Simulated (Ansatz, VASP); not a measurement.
# Two plane-wave programs on Hf

File INCAR:

```
PREC = Accurate
ENCUT = 520
EDIFF = 1E-6
ISMEAR = 0
SIGMA = 0.15
LREAL = F
LASPH = T
NELM = 100
ALGO = Fast
ISIF = 2
LWAVE = F
LCHARG = F
GGA = PS
NBANDS = 17
```

The input KPOINTS:

```
Automatic mesh
0
Gamma
  18 18 10
```

The input POSCAR:

```
Hf
1.0
    3.1966985242      0.0000000000      0.0000000000
   -1.5983492621      2.7684221302      0.0000000000
    0.0000000000      0.0000000000      4.9819330000
Hf
2
Direct
    0.3333333333      0.6666666667      0.2500000000
    0.6666666667      0.3333333333      0.7500000000
```

Input for Ansatz:

```yaml
crystal:
  lattice:
    - [3.1966985242, 0.0, 0.0]
    - [-1.5983492621, 2.7684221302, 0.0]
    - [0.0, 0.0, 4.981933]
  atoms:
    - { symbol: Hf, position: [0.3333333333, 0.6666666667, 0.25] }
    - { symbol: Hf, position: [0.6666666667, 0.3333333333, 0.75] }
basis:
  ecutwfc: 420
kpoints:
  mp_grid: { grid: [18, 18, 10] }
hamiltonian:
  xc: pbesol
scf:
  occupations: { method: gaussian, width: 0.15 }
output:
  forces: true
  stress: true
  eigenvalues: true
```

Change from the starting cell: strain +0.000 along x and y, -0.015 along z, atoms carried along.

Alike in both runs: task single point; functional PBEsol; k mesh 18 × 18 × 10; occupations gaussian, width 0.15 eV; no spin polarisation.

```csv
,VASP,Ansatz
version,VASP 6.6.1,Ansatz 0.2.0
potentials or method,"VASP PAW PBE potentials, release 64 (Hf_pv), cutoff 520 eV","scalar-relativistic, plane waves, PAW"
valence electrons in the cell,20,52
```

```csv
,VASP,Ansatz,Ansatz less VASP
gap on the k mesh at the Fermi level (eV),none,none,-
pressure (GPa),-2.5,-2.1,+0.37
"traceless stress, the component that is largest in VASP (GPa)",1.16,1.22,+0.065
```

VASP's potentials were made for PBE, not for PBEsol. A gap of «none» marks a metal or a gap that the smearing closes. The functional is the same, so the differences come from potentials, cutoffs and numerics. VASP's potentials hold 20 valence electrons a cell and Ansatz's 52, so a difference there can come from the potentials and not from the codes.

Neither program's run includes spin-orbit coupling.
